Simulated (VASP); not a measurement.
# Au in VASP: notebook

Au is run at these levels: PBEsol; tasks: single point, relaxation of cell and atoms.

All numbers are computed with VASP 6.6.1; they aren't measurements. Logs are shortened: lines on timing, memory, paths and dates and some standing lists are left out, and cuts for length are marked.

## Step 1: The cell of the first run

It takes space group I4/mmm (No. 139, tetragonal). Conventional cell: a = 3.313 Å, b = 3.313 Å, c = 3.112 Å, α = 90.00°, β = 90.00°, γ = 90.00°. Au (site symmetry 4/mmm) has 14 Au at 2.81 to 3.31 Å within 3.7 Å.

## Step 2: Single point, PBEsol (uniaxial strain along a: -4.0 %, then relaxed in part)

File INCAR:

```
PREC = Accurate
ENCUT = 520
EDIFF = 1E-7
ISMEAR = 0
SIGMA = 0.1
LREAL = False
LASPH = True
NELM = 80
ALGO = Fast
ISIF = 2
LWAVE = False
LCHARG = True
GGA = PS
LELF = True
LVHAR = True
NBANDS = 18
```

File KPOINTS:

```
regular mesh
0
Gamma
  16 16 16
```

File POSCAR:

```
Au
1.0
    3.1124609163      0.0000000000      0.0000000000
    0.0000000000      3.3130609220      0.0000000000
    0.0000000000      0.0000000000      3.3130609220
Au
2
Direct
    0.0000000000      0.0000000000      0.0000000000
    0.5000000000      0.5000000000      0.5000000000
```

Potentials or basis: VASP PAW PBE potentials, release 64 (Au).

Started as:

```sh
$ cat potpaw_PBE.64/Au/POTCAR > POTCAR
$ mpirun -np 1 vasp_std > vasp.out
```

OUTCAR:

```text
PREC = Accurate
   ENCUT = 520
   EDIFF = 1E-7
   ISMEAR = 0
   LREAL = False
   LASPH = True
   NELM = 80
   ISIF = 2
   GGA = PS

 ion  position               nearest neighbor table
   1  0.000  0.000  0.000-   2 2.81   2 2.81   2 2.81   2 2.81   2 2.81   2 2.81   2 2.81   2 2.81

   2  0.500  0.500  0.500-   1 2.81   1 2.81   1 2.81   1 2.81   1 2.81   1 2.81   1 2.81   1 2.81

  LATTYP: Found a simple tetragonal cell.
 ALAT       =     3.3130609220
 C/A-ratio  =     0.9394517606

  Lattice vectors:

 A1 = (   0.0000000000,   3.3130609220,   0.0000000000)
 A2 = (   0.0000000000,   0.0000000000,   3.3130609220)
 A3 = (   3.1124609163,   0.0000000000,   0.0000000000)

Analysis of symmetry for initial positions (statically):
=====================================================================
 Subroutine PRICEL returns following result:

  LATTYP: Found a body centered tetragonal cell.
 ALAT       =     3.3130609220
 C/A-ratio  =     0.9394517606

  Lattice vectors:

 A1 = (  -1.5562304581,   1.6565304610,   1.6565304610)
 A2 = (  -1.5562304581,  -1.6565304610,  -1.6565304610)
 A3 = (   1.5562304581,  -1.6565304610,   1.6565304610)

   2 primitive cells build up your supercell.

 Routine SETGRP: Setting up the symmetry group for a
 simple tetragonal supercell.

 Subroutine GETGRP returns: Found 16 space group operations
 (whereof 16 operations were pure point group operations)
 out of a pool of 16 trial point group operations.

The static configuration has the point symmetry D_4h.

Analysis of symmetry for dynamics (positions and initial velocities):
=====================================================================
 Subroutine PRICEL returns following result:

  LATTYP: Found a body centered tetragonal cell.
 ALAT       =     3.3130609220
 C/A-ratio  =     0.9394517606

  Lattice vectors:

 A1 = (  -1.5562304581,   1.6565304610,   1.6565304610)
 A2 = (  -1.5562304581,  -1.6565304610,  -1.6565304610)
 A3 = (   1.5562304581,  -1.6565304610,   1.6565304610)

   2 primitive cells build up your supercell.

 Routine SETGRP: Setting up the symmetry group for a
 simple tetragonal supercell.

 Subroutine GETGRP returns: Found 16 space group operations
 (whereof 16 operations were pure point group operations)
 out of a pool of 16 trial point group operations.

The dynamic configuration has the point symmetry D_4h.

 Subroutine INISYM returns: Found 16 space group operations
 (whereof 16 operations are pure point group operations),
 and found     2 'primitive' translations

----------------------------------------------------------------------------------------

                                     Primitive cell

  volume of cell :      17.0818

  direct lattice vectors                    reciprocal lattice vectors
    -1.556230458  1.656530461  1.656530461    -0.321289175  0.000000000  0.301835681
    -1.556230458 -1.656530461 -1.656530461    -0.321289175 -0.301835681  0.000000000
     1.556230458 -1.656530461  1.656530461     0.000000000 -0.301835681  0.301835681

  length of vectors
     2.812479258  2.812479258  2.812479258     0.440830480  0.440830480  0.426860114

  position of ions in fractional coordinates (direct lattice)
     0.000000000  0.000000000  0.000000000

  ion indices of the primitive-cell ions
   primitive index   ion index
                 1           1

----------------------------------------------------------------------------------------

 KPOINTS: regular mesh

Automatic generation of k-mesh.
 Grid dimensions read from file:
 generate k-points for:   16   16   16

 Generating k-lattice:

  Cartesian coordinates                     Fractional coordinates (reciprocal lattice)
     0.020080573  0.000000000  0.000000000     0.062500000  0.000000000  0.000000000
     0.000000000  0.018864730  0.000000000     0.000000000  0.062500000  0.000000000
     0.000000000  0.000000000  0.018864730     0.000000000  0.000000000  0.062500000

  Length of vectors
     0.020080573  0.018864730  0.018864730

  Shift w.r.t. Gamma in fractional coordinates (k-lattice)
     0.000000000  0.000000000  0.000000000

 Subroutine IBZKPT returns following result:
 ===========================================

 Found    405 irreducible k-points:

 Following reciprocal coordinates:
            Coordinates               Weight
  0.000000  0.000000  0.000000      1.000000
  0.062500  0.000000  0.000000      2.000000
  0.125000  0.000000  0.000000      2.000000
  0.187500  0.000000  0.000000      2.000000
  0.250000  0.000000  0.000000      2.000000
  0.312500  0.000000  0.000000      2.000000
[... 16 lines left out ...]
  0.250000  0.125000  0.000000      8.000000
  0.312500  0.125000  0.000000      8.000000
 [... further k-points ...]
   k-points           NKPTS =    405   k-points in BZ     NKDIM =    405   number of bands    NBANDS=     18
   number of dos      NEDOS =    301   number of ions     NIONS =      2
   total plane-waves  NPLWV =  18816
   dimension x,y,z NGX =    24 NGY =   28 NGZ =   28
   dimension x,y,z NGXF=    48 NGYF=   56 NGZF=   56
   ions per type =               2
   NGX,Y,Z   is equivalent  to a cutoff of  12.82, 14.05, 14.05 a.u.
   NGXF,Y,Z  is equivalent  to a cutoff of  25.64, 28.10, 28.10 a.u.
 SYSTEM =  unknown system
   PREC   = accura    normal or accurate (medium, high low for compatibility)
   ISTART =      0    job   : 0-new  1-cont  2-samecut
   ICHARG =      2    charge: 1-file 2-atom 10-const
   ISPIN  =      1    spin polarized calculation?
   LNONCOLLINEAR =      F non collinear calculations
   LSORBIT =      F    spin-orbit coupling
   LASPH  =      T    aspherical Exc in radial PAW
   ENCUT  =  520.0 eV  38.22 Ry    6.18 a.u.   5.79  6.16  6.16*2*pi/ulx,y,z
   NELM   =     80;   NELMIN=  2; NELMDL= -5     # of ELM steps
   EDIFF  = 0.1E-06   stopping-criterion for ELM
   LREAL  =      F    real-space projection
   EDIFFG = 0.1E-05   stopping-criterion for IOM
   NSW    =      0    number of steps for IOM
   IBRION =     -1    ionic relax: 0-MD 1-quasi-New 2-CG
   NFREE  =      0    steps in history (QN), initial steepest desc. (CG)
   ISIF   =      2    stress and relaxation
   ISYM   =      2    0-nonsym 1-usesym 2-fastsym
   POTIM  = 0.5000    time-step for ionic-motion
   TEBEG  =    0.0;   TEEND  =   0.0 temperature during run
   PSTRESS=    0.0 pullay stress
   NELECT =      22.0000    total number of electrons
   NUPDOWN=      -1.0000    fix difference up-down
   EMIN   =  10.00;   EMAX   =-10.00  energy-range for DOS
   EFERMI =   0.00;   METHOD = LEGACY
   ISMEAR =     0;   SIGMA  =   0.10  broadening in eV -4-tet -1-fermi 0-gaus
   EFERMI_NEDOS =   21; number of points for ismear=-14 and -15
   IALGO  =     68    algorithm
   IMIX   =      4    mixing-type and parameters
     AMIX     =   0.40;   BMIX     =  1.00
     AMIX_MAG =   1.60;   BMIX_MAG =  1.00
  volume/ion in A,a.u.               =      17.08       115.27
  Fermi-wavevector in a.u.,A,eV,Ry     =   1.413714  2.671532 27.192420  1.998586
  Thomas-Fermi vector in A             =   2.535331
   LORBIT       =      0    0 simple, 1 ext, 2 COOP (PROOUT), +10 PAW based schemes
   GGA     = PS    functional components
   LHFCALC =     F    Hartree Fock is set to
   AEXX    =    0.0000 exact exchange contribution
   IVDW    =     0    specifies the selected vdW correction
   LEPSILON=     F    determine dielectric tensor
   LRPA    =     F    only Hartree local field effects (RPA)
 non-spin polarized calculation
 RMM-DIIS sequential band-by-band and
 Gauss-broadening in eV      SIGMA  =   0.10
  energy-cutoff  :      520.00
  volume of cell :       34.16
 maximum number of plane-waves:       944
 NGX is ok and might be reduce to    24
   NGX = 11   NGY = 13   NGZ = 13

 number of electron      21.9999998 magnetization

 Free energy of the ion-electron system (eV)
  ---------------------------------------------------
  ext. energy  EPLUGINS =         0.00000000
  ---------------------------------------------------
  free energy    TOTEN  =        -7.81002397 eV

  energy without entropy =       -7.80825054  energy(sigma->0) =       -7.80913726

 E-fermi :   9.2393     XC(G=0): -12.8722

 val. band max:        9.2380139308   @ k =   0.5000   0.5000   0.0625
 cond. band min:       9.2594284943   @ k =   0.4375   0.2500   0.0000
 fundamental gap:      0.0214145635
 Fermi energy:         9.2392558716

 k-point     1 :       0.0000    0.0000    0.0000
  band No.  band energies     occupation
      1      -0.6466      2.00000
      2       2.4189      2.00000
      3       2.4243      2.00000
      4       4.1314      2.00000
      5       4.5613      2.00000
      6       4.5613      2.00000
[... 10 lines left out ...]
     17      25.3533      0.00000
     18      25.3533      0.00000

 k-point     2 :       0.0625    0.0000    0.0000
  band No.  band energies     occupation
      1      -0.5675      2.00000
      2       2.4531      2.00000
      3       2.4776      2.00000
      4       4.1599      2.00000
      5       4.5539      2.00000
      6       4.5539      2.00000
[... 10 lines left out ...]
     17      25.4729      0.00000
     18      25.4736      0.00000

 k-point     3 :       0.1250    0.0000    0.0000
  band No.  band energies     occupation
      1      -0.3329      2.00000
      2       2.5550      2.00000
      3       2.6303      2.00000
      4       4.2449      2.00000
      5       4.5354      2.00000
      6       4.5354      2.00000
[... 10 lines left out ...]
     17      25.8169      0.00000
     18      25.8339      0.00000

 k-point     4 :       0.1875    0.0000    0.0000
  band No.  band energies     occupation
      1       0.0482      2.00000
      2       2.7223      2.00000
      3       2.8595      2.00000
      4       4.3843      2.00000
      5       4.5152      2.00000
      6       4.5152      2.00000
[... 10 lines left out ...]
     17      25.6688      0.00000
     18      26.3263      0.00000

 k-point     5 :       0.2500    0.0000    0.0000
  band No.  band energies     occupation
      1       0.5594      2.00000
      2       2.9509      2.00000
      3       3.1243      2.00000
      4       4.5067      2.00000
      5       4.5067      2.00000
      6       4.5746      2.00000
[... 10 lines left out ...]
     17      25.2649      0.00000
     18      26.7179      0.00000

 k-point     6 :       0.3125    0.0000    0.0000
  band No.  band energies     occupation
      1       1.1738      2.00000
      2       3.2352      2.00000
      3       3.3618      2.00000
      4       4.5252      2.00000
      5       4.5252      2.00000
      6       4.8111      2.00000
[... 10 lines left out ...]
     17      24.9106      0.00000
     18      24.9229      0.00000

 k-point     7 :       0.3750    0.0000    0.0000
  band No.  band energies     occupation
      1       1.8482      2.00000
      2       3.4866      2.00000
      3       3.5672      2.00000
      4       4.5853      2.00000
      5       4.5853      2.00000
      6       5.0872      2.00000
[... 10 lines left out ...]
     17      24.3419      0.00000
     18      24.6620      0.00000

 k-point     8 :       0.4375    0.0000    0.0000
  band No.  band energies     occupation
      1       2.5131      2.00000
      2       3.4058      2.00000
      3       3.9374      2.00000
      4       4.6995      2.00000
      5       4.6995      2.00000
      6       4.7423      2.00000
[... 10 lines left out ...]
     17      24.3392      0.00000
     18      24.4303      0.00000
[... 229 lines left out ...]
     17      25.2069      0.00000
     18      25.6158      0.00000

 k-point    20 :       0.0625    0.1250    0.0000
  band No.  band energies     occupation
      1      -0.2951      2.00000
      2       2.5871      2.00000
      3       2.6143      2.00000
      4       4.1438      2.00000
      5       4.5708      2.00000
      6       4.6946      2.00000
[... 10 lines left out ...]
     17      25.2821      0.00000
     18      25.7385      0.00000

 k-point    21 :       0.1250    0.1250    0.0000
  band No.  band energies     occupation
      1      -0.0698      2.00000
      2       2.6876      2.00000
      3       2.7608      2.00000
      4       4.1045      2.00000
      5       4.5396      2.00000
      6       4.8009      2.00000
[... 10 lines left out ...]
     17      25.4482      0.00000
     18      26.0050      0.00000

 k-point    22 :       0.1875    0.1250    0.0000
  band No.  band energies     occupation
      1       0.2931      2.00000
      2       2.8326      2.00000
      3       2.9954      2.00000
      4       4.0637      2.00000
      5       4.5084      2.00000
      6       4.9606      2.00000
[... 10 lines left out ...]
     17      25.1094      0.00000
     18      25.6187      0.00000

 k-point    23 :       0.2500    0.1250    0.0000
  band No.  band energies     occupation
      1       0.7719      2.00000
      2       3.0182      2.00000
      3       3.2684      2.00000
      4       4.0386      2.00000
      5       4.4965      2.00000
      6       5.1654      2.00000
[... 10 lines left out ...]
     17      25.0794      0.00000
     18      25.2136      0.00000

 k-point    24 :       0.3125    0.1250    0.0000
  band No.  band energies     occupation
      1       1.3320      2.00000
      2       3.2119      2.00000
      3       3.5276      2.00000
      4       4.0439      2.00000
      5       4.5144      2.00000
      6       5.2467      2.00000
[... 10 lines left out ...]
     17      24.5333      0.00000
     18      25.1736      0.00000

 [... further k-points ...]

------------------------ aborting loop because EDIFF is reached ----------------------------------------

  FORCE on cell =-STRESS in cart. coord.  units (eV):
  Direction    XX          YY          ZZ          XY          YZ          ZX
  --------------------------------------------------------------------------------------
  -------------------------------------------------------------------------------------
  Total       -0.1805649     -0.0625948     -0.0625948      0.0000000      0.0000000     -0.0000000
  in kB       -8.4680042     -2.9355277     -2.9355277      0.0000000      0.0000000     -0.0000000
  external PRESSURE =      -4.7796866 kB  Pullay stress =       0.0000000 kB

 VOLUME and BASIS-vectors are now :
 -----------------------------------------------------------------------------
  energy-cutoff  :      520.00
  volume of cell :       34.16
      direct lattice vectors                 reciprocal lattice vectors
     3.112460916  0.000000000  0.000000000     0.321289175  0.000000000  0.000000000
     0.000000000  3.313060922  0.000000000     0.000000000  0.301835681  0.000000000
     0.000000000  0.000000000  3.313060922     0.000000000  0.000000000  0.301835681

 POSITION                                       TOTAL-FORCE (eV/Angst)
 -----------------------------------------------------------------------------------
      0.00000      0.00000      0.00000        -0.000000      0.000000      0.000000
      1.55623      1.65653      1.65653         0.000000     -0.000000     -0.000000
 -----------------------------------------------------------------------------------
    total drift:                                0.000000      0.000000     -0.000000

  FREE ENERGIE OF THE ION-ELECTRON SYSTEM (eV)
  ---------------------------------------------------
  free  energy   TOTEN  =        -7.8100239743 eV

  energy  without entropy=       -7.8082505416  energy(sigma->0) =       -7.80913726
```

Run time: 82 s. Hardware: 1 thread of Intel Xeon 6975P-C (Granite Rapids), shared host; peak memory 0.31 GiB.

What came out:

- Free energy: -7.8100 eV
- Pressure: -0.5 GPa
- Band gap on the k mesh: zero (bands 11 and 12 overlap by 5.38 eV)

Caveat: the cell differs from its parent crystal (uniaxial strain along a: -4.0 %, then relaxed in part); the PAW data sets were made with another functional, which shifts forces and pressure a little; spin-orbit coupling is left out, which moves the levels of the heavy elements.

(Continued in part 2 of 2.)

The gap in the log of VASP goes by the Fermi energy; the results here count the filled bands.